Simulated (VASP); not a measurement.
# HfSi (P4/mmm) in VASP: notebook

The runs below take HfSi through single point, relaxation of cell and atoms, with r2SCAN.

Everything below comes from runs of VASP 6.6.1. Logs are shortened: lines on timing, memory, paths and dates and some standing lists are left out, and cuts for length are marked.

## Step 1: The cell of the first run

The structure is tetragonal, space group P4/mmm (No. 123). The conventional cell has a = 2.982 Å, b = 2.982 Å, c = 3.908 Å, α = 90.00°, β = 90.00°, γ = 90.00°. Hf (site symmetry 4/mmm) has 8 Si at 2.87 Å and 6 Hf at 2.98 to 3.91 Å within 4.0 Å. Si (site symmetry 4/mmm) has 8 Hf at 2.87 Å and 6 Si at 2.98 to 3.91 Å within 4.0 Å.

## Step 2: Single point, r2SCAN

The input, POSCAR:

```
HfSi
1.0
    2.9817508702      0.0000000000      0.0000000000
    0.0000000000      2.9817508702      0.0000000000
    0.0000000000      0.0000000000      3.9082234620
Hf Si
1 1
Direct
    0.5000000000      0.5000000000      0.5000000000
    0.0000000000      0.0000000000      0.0000000000
```

The input, INCAR.step1:

```
PREC = Accurate ; ENCUT = 520
ISMEAR = 0 ; SIGMA = 0.1
LREAL = False ; LASPH = True
NELM = 80 ; NBANDS = 14
GGA = PE ; ALGO = Normal
EDIFF = 1E-4 ; LWAVE = True
LCHARG = False
```

The input, INCAR.step2:

```
PREC = Accurate ; ENCUT = 520
EDIFF = 1E-6 ; ISMEAR = 0
SIGMA = 0.1 ; LREAL = False
LASPH = True ; NELM = 80
ALGO = Normal ; ISIF = 2
LWAVE = False ; LCHARG = True
METAGGA = R2SCAN ; LMIXTAU = True
LELF = True ; LVHAR = True
NBANDS = 14 ; ISTART = 1
```

The input, KPOINTS:

```
regular mesh
0
Gamma
  6 6 6
```

Potentials or basis: VASP PAW PBE potentials, release 64 (Hf_pv, Si).

Started as:

```console
> cat potpaw_PBE.64/Hf_pv/POTCAR potpaw_PBE.64/Si/POTCAR > POTCAR
> cp INCAR.step1 INCAR
> mpirun -np 1 vasp_std > vasp.out
> cp INCAR.step2 INCAR
> mpirun -np 1 vasp_std > vasp.out
```

OUTCAR:

```text
PREC = Accurate
   ENCUT = 520
   EDIFF = 1E-6
   ISMEAR = 0
   LREAL = False
   LASPH = True
   NELM = 80
   ISIF = 2
   METAGGA = R2SCAN
   ISTART = 1

 ion  position               nearest neighbor table
   1  0.500  0.500  0.500-   2 2.87   2 2.87   2 2.87   2 2.87   2 2.87   2 2.87   2 2.87   2 2.87

   2  0.000  0.000  0.000-   1 2.87   1 2.87   1 2.87   1 2.87   1 2.87   1 2.87   1 2.87   1 2.87

  LATTYP: Found a simple tetragonal cell.
 ALAT       =     2.9817508702
 C/A-ratio  =     1.3107142857

  Lattice vectors:

 A1 = (   2.9817508702,   0.0000000000,   0.0000000000)
 A2 = (   0.0000000000,   2.9817508702,   0.0000000000)
 A3 = (   0.0000000000,   0.0000000000,   3.9082234620)

Analysis of symmetry for initial positions (statically):
=====================================================================
 Subroutine PRICEL returns:
 Original cell was already a primitive cell.

 Routine SETGRP: Setting up the symmetry group for a
 simple tetragonal supercell.

 Subroutine GETGRP returns: Found 16 space group operations
 (whereof 16 operations were pure point group operations)
 out of a pool of 16 trial point group operations.

The static configuration has the point symmetry D_4h.

Analysis of symmetry for dynamics (positions and initial velocities):
=====================================================================
 Subroutine PRICEL returns:
 Original cell was already a primitive cell.

 Routine SETGRP: Setting up the symmetry group for a
 simple tetragonal supercell.

 Subroutine GETGRP returns: Found 16 space group operations
 (whereof 16 operations were pure point group operations)
 out of a pool of 16 trial point group operations.

The dynamic configuration has the point symmetry D_4h.

 Subroutine INISYM returns: Found 16 space group operations
 (whereof 16 operations are pure point group operations),
 and found     1 'primitive' translations

----------------------------------------------------------------------------------------

                                     Primitive cell

  volume of cell :      34.7474

  direct lattice vectors                    reciprocal lattice vectors
     2.981750870  0.000000000  0.000000000     0.335373424  0.000000000  0.000000000
     0.000000000  2.981750870  0.000000000     0.000000000  0.335373424  0.000000000
     0.000000000  0.000000000  3.908223462     0.000000000  0.000000000  0.255870733

  length of vectors
     2.981750870  2.981750870  3.908223462     0.335373424  0.335373424  0.255870733

  position of ions in fractional coordinates (direct lattice)
     0.500000000  0.500000000  0.500000000
     0.000000000  0.000000000  0.000000000

  ion indices of the primitive-cell ions
   primitive index   ion index
                 1           1
                 2           2

----------------------------------------------------------------------------------------

 KPOINTS: regular mesh

Automatic generation of k-mesh.
 Grid dimensions read from file:
 generate k-points for:    6    6    6

 Generating k-lattice:

  Cartesian coordinates                     Fractional coordinates (reciprocal lattice)
     0.055895571  0.000000000  0.000000000     0.166666667  0.000000000  0.000000000
     0.000000000  0.055895571  0.000000000     0.000000000  0.166666667  0.000000000
     0.000000000  0.000000000  0.042645122     0.000000000  0.000000000  0.166666667

  Length of vectors
     0.055895571  0.055895571  0.042645122

  Shift w.r.t. Gamma in fractional coordinates (k-lattice)
     0.000000000  0.000000000  0.000000000

 Subroutine IBZKPT returns following result:
 ===========================================

 Found     40 irreducible k-points:

 Following reciprocal coordinates:
            Coordinates               Weight
  0.000000  0.000000  0.000000      1.000000
  0.166667  0.000000  0.000000      4.000000
  0.333333  0.000000  0.000000      4.000000
  0.500000  0.000000  0.000000      2.000000
  0.166667  0.166667  0.000000      4.000000
  0.333333  0.166667  0.000000      8.000000
[... 16 lines left out ...]
  0.333333  0.000000  0.333333      8.000000
  0.500000  0.000000  0.333333      4.000000
 [... further k-points ...]
   k-points           NKPTS =     40   k-points in BZ     NKDIM =     40   number of bands    NBANDS=     14
   number of dos      NEDOS =    301   number of ions     NIONS =      2
   total plane-waves  NPLWV =  17280
   dimension x,y,z NGX =    24 NGY =   24 NGZ =   30
   dimension x,y,z NGXF=    48 NGYF=   48 NGZF=   60
   ions per type =               1   1
   NGX,Y,Z   is equivalent  to a cutoff of  13.38, 13.38, 12.76 a.u.
   NGXF,Y,Z  is equivalent  to a cutoff of  26.76, 26.76, 25.52 a.u.
 SYSTEM =  unknown system
   PREC   = accura    normal or accurate (medium, high low for compatibility)
   ISTART =      1    job   : 0-new  1-cont  2-samecut
   ICHARG =      0    charge: 1-file 2-atom 10-const
   ISPIN  =      1    spin polarized calculation?
   LNONCOLLINEAR =      F non collinear calculations
   LSORBIT =      F    spin-orbit coupling
   LASPH  =      T    aspherical Exc in radial PAW
   ENCUT  =  520.0 eV  38.22 Ry    6.18 a.u.   5.54  5.54  7.27*2*pi/ulx,y,z
   NELM   =     80;   NELMIN=  2; NELMDL=  0     # of ELM steps
   EDIFF  = 0.1E-05   stopping-criterion for ELM
   LREAL  =      F    real-space projection
   EDIFFG = 0.1E-04   stopping-criterion for IOM
   NSW    =      0    number of steps for IOM
   IBRION =     -1    ionic relax: 0-MD 1-quasi-New 2-CG
   NFREE  =      0    steps in history (QN), initial steepest desc. (CG)
   ISIF   =      2    stress and relaxation
   ISYM   =      2    0-nonsym 1-usesym 2-fastsym
   POTIM  = 0.5000    time-step for ionic-motion
   TEBEG  =    0.0;   TEEND  =   0.0 temperature during run
   PSTRESS=    0.0 pullay stress
   NELECT =      14.0000    total number of electrons
   NUPDOWN=      -1.0000    fix difference up-down
   EMIN   =  10.00;   EMAX   =-10.00  energy-range for DOS
   EFERMI =   0.00;   METHOD = LEGACY
   ISMEAR =     0;   SIGMA  =   0.10  broadening in eV -4-tet -1-fermi 0-gaus
   EFERMI_NEDOS =   21; number of points for ismear=-14 and -15
   IALGO  =     38    algorithm
   IMIX   =      4    mixing-type and parameters
     AMIX     =   0.40;   BMIX     =  1.00
     AMIX_MAG =   1.60;   BMIX_MAG =  1.00
  volume/ion in A,a.u.               =      17.37       117.24
  Fermi-wavevector in a.u.,A,eV,Ry     =   1.209141  2.284944 19.892004  1.462021
  Thomas-Fermi vector in A             =   2.344727
   LORBIT       =      0    0 simple, 1 ext, 2 COOP (PROOUT), +10 PAW based schemes
   METAGGA = R2SCAN    functional components
   LHFCALC =     F    Hartree Fock is set to
   AEXX    =    0.0000 exact exchange contribution
   IVDW    =     0    specifies the selected vdW correction
   LEPSILON=     F    determine dielectric tensor
   LRPA    =     F    only Hartree local field effects (RPA)
 non-spin polarized calculation
 Gauss-broadening in eV      SIGMA  =   0.10
  energy-cutoff  :      520.00
  volume of cell :       34.75
 maximum number of plane-waves:       958
 NGX is ok and might be reduce to    24
   NGX = 11   NGY = 11   NGZ = 15

 number of electron      13.9999998 magnetization

 Free energy of the ion-electron system (eV)
  ---------------------------------------------------
  ext. energy  EPLUGINS =         0.00000000
  ---------------------------------------------------
  free energy    TOTEN  =       -54.67798107 eV

  energy without entropy =      -54.67024132  energy(sigma->0) =      -54.67411120

 E-fermi :   7.3424     XC(G=0): -12.3373

 val. band max:        7.2906504980   @ k =   0.1667   0.1667   0.3333
 cond. band min:       7.3933373594   @ k =   0.5000   0.1667   0.1667
 fundamental gap:      0.1026868614
 Fermi energy:         7.3423707198

 k-point     1 :       0.0000    0.0000    0.0000
  band No.  band energies     occupation
      1     -24.4590      2.00000
      2     -23.9006      2.00000
      3     -23.9006      2.00000
      4      -4.7109      2.00000
      5       4.4160      2.00000
      6       5.5243      2.00000
      7       5.9649      2.00000
      8      11.1267      0.00000
      9      11.1267      0.00000
     10      11.5100      0.00000
     11      11.5100      0.00000
     12      13.5114      0.00000
     13      14.8754      0.00000
     14      16.1792      0.00000

 k-point     2 :       0.1667    0.0000    0.0000
  band No.  band energies     occupation
      1     -24.4344      2.00000
      2     -24.1142      2.00000
      3     -23.8827      2.00000
      4      -4.1451      2.00000
      5       4.9396      2.00000
      6       5.3940      2.00000
      7       5.4828      2.00000
      8       9.6603      0.00000
      9      10.8058      0.00000
     10      11.3493      0.00000
     11      11.3823      0.00000
     12      13.9302      0.00000
     13      15.5330      0.00000
     14      16.8506      0.00000

 k-point     3 :       0.3333    0.0000    0.0000
  band No.  band energies     occupation
      1     -24.5209      2.00000
      2     -24.3848      2.00000
      3     -23.8468      2.00000
      4      -2.5755      2.00000
      5       2.9992      2.00000
      6       4.6004      2.00000
      7       6.0269      2.00000
      8       9.6539      0.00000
      9      10.7640      0.00000
     10      11.8540      0.00000
     11      12.2706      0.00000
     12      15.0612      0.00000
     13      15.1526      0.00000
     14      16.4134      0.00000
[... 324 lines left out ...]
 k-point    23 :       0.3333    0.0000    0.3333
  band No.  band energies     occupation
      1     -24.5121      2.00000
      2     -24.4357      2.00000
      3     -23.8439      2.00000
      4      -2.0014      2.00000
      5       2.5772      2.00000
      6       4.0350      2.00000
      7       6.5562      2.00000
      8       9.9680      0.00000
      9      10.3796      0.00000
     10      10.7643      0.00000
     11      12.5742      0.00000
     12      15.2618      0.00000
     13      15.2920      0.00000
     14      16.5732      0.00000

 k-point    24 :       0.5000    0.0000    0.3333
  band No.  band energies     occupation
      1     -24.7045      2.00000
      2     -24.4072      2.00000
      3     -23.8258      2.00000
      4      -1.1479      2.00000
      5       1.8894      2.00000
      6       4.5408      2.00000
      7       5.6821      2.00000
      8       9.7238      0.00000
      9      10.6721      0.00000
     10      11.1393      0.00000
     11      12.7418      0.00000
     12      14.3740      0.00000
     13      16.1630      0.00000
     14      16.5527      0.00000

 [... further k-points ...]

------------------------ aborting loop because EDIFF is reached ----------------------------------------

  FORCE on cell =-STRESS in cart. coord.  units (eV):
  Direction    XX          YY          ZZ          XY          YZ          ZX
  --------------------------------------------------------------------------------------
  -------------------------------------------------------------------------------------
  Total       -0.2685073     -0.2685073     -0.9116263      0.0000000      0.0000000      0.0000000
  in kB      -12.3806831    -12.3806831    -42.0344445      0.0000000      0.0000000      0.0000000
  external PRESSURE =     -22.2652702 kB  Pullay stress =       0.0000000 kB

 VOLUME and BASIS-vectors are now :
 -----------------------------------------------------------------------------
  energy-cutoff  :      520.00
  volume of cell :       34.75
      direct lattice vectors                 reciprocal lattice vectors
     2.981750870  0.000000000  0.000000000     0.335373424  0.000000000  0.000000000
     0.000000000  2.981750870  0.000000000     0.000000000  0.335373424  0.000000000
     0.000000000  0.000000000  3.908223462     0.000000000  0.000000000  0.255870733

 POSITION                                       TOTAL-FORCE (eV/Angst)
 -----------------------------------------------------------------------------------
      1.49088      1.49088      1.95411         0.000000      0.000000      0.000000
      0.00000      0.00000      0.00000         0.000000      0.000000      0.000000
 -----------------------------------------------------------------------------------
    total drift:                                0.000000      0.000000     -0.000000

  FREE ENERGIE OF THE ION-ELECTRON SYSTEM (eV)
  ---------------------------------------------------
  free  energy   TOTEN  =       -54.6779810744 eV

  energy  without entropy=      -54.6702413202  energy(sigma->0) =      -54.67411120
```

It took 25 s on 1 thread of Intel Xeon 6975P-C (Granite Rapids), shared host; peak memory 0.16 GiB.

What came out:

| Quantity | Value |
| --- | --- |
| Free energy | -54.6780 eV |
| Pressure | -2.2 GPa |
| Band gap on the k mesh | zero (bands 7 and 8 overlap by 1.63 eV) |

Caveat: the PAW data sets were made with another functional, which shifts forces and pressure a little; spin-orbit coupling is left out, which moves the levels of the heavy elements.

## Step 3: Single point, r2SCAN

This run uses another cell than the first one, of 17.07 Å³/atom.

The input, POSCAR:

```
HfSi
1.0
    2.9690992050      0.0000000000      0.0000000000
    0.0000000000      2.9690992050      0.0000000000
    0.0000000000      0.0000000000      3.8723213719
Hf Si
1 1
Direct
    0.5000000000      0.5000000000      0.5000000000
    0.0000000000      0.0000000000      0.0000000000
```

Edit INCAR.step1 of step 2 so:

```diff
@@ -3,3 +3,3 @@
 LREAL = False ; LASPH = True
-NELM = 80 ; NBANDS = 14
+NELM = 100 ; NBANDS = 14
 GGA = PE ; ALGO = Normal
```

The input, INCAR.step2:

```
PREC = Accurate ; ENCUT = 520
EDIFF = 1E-6 ; ISMEAR = 0
SIGMA = 0.1 ; LREAL = False
LASPH = True ; NELM = 100
ALGO = Normal ; ISIF = 2
LWAVE = False ; LCHARG = False
METAGGA = R2SCAN ; LMIXTAU = True
NBANDS = 14 ; ISTART = 1
```

The input, KPOINTS:

```
regular mesh
0
Gamma
  18 18 14
```

Potentials or basis: VASP PAW PBE potentials, release 64 (Hf_pv, Si).

Started as:

```console
> cat potpaw_PBE.64/Hf_pv/POTCAR potpaw_PBE.64/Si/POTCAR > POTCAR
> cp INCAR.step1 INCAR
> mpirun -np 1 vasp_std > vasp.out
> cp INCAR.step2 INCAR
> mpirun -np 1 vasp_std > vasp.out
```

Wall time 3.1 min (1 thread of Intel Xeon 6975P-C (Granite Rapids), shared host); peak memory 0.33 GiB.

The run converged. Its results:

| Quantity | Value |
| --- | --- |
| Free energy | -54.7448 eV |
| Pressure | -0.4 GPa |
| Band gap on the k mesh | zero (bands 7 and 8 overlap by 2.06 eV) |

Levels at points of the mesh, in eV from the Fermi level:
```tsv
k point	band 5	band 6	band 7	band 8	band 9	band 10
(0.00, 0.00, 0.00)	-3.10	-2.01	-1.47	3.70	3.70	4.05
(0.50, 0.00, 0.00)	-7.10	-3.32	-0.84	1.66	4.43	4.76
(0.50, 0.50, 0.00)	-3.12	-3.12	-1.61	-0.48	-0.48	2.12
(0.00, 0.00, 0.50)	-7.59	-1.49	1.13	1.13	1.87	5.77
(0.50, 0.00, 0.50)	-4.75	-2.86	-2.70	2.51	3.06	3.42
(0.50, 0.50, 0.50)	-5.01	-4.88	-4.22	2.34	4.06	4.06
```

Caveat: the PAW data sets were made with another functional, which shifts forces and pressure a little; spin-orbit coupling is left out, which moves the levels of the heavy elements.

[end of part 1 of 2]
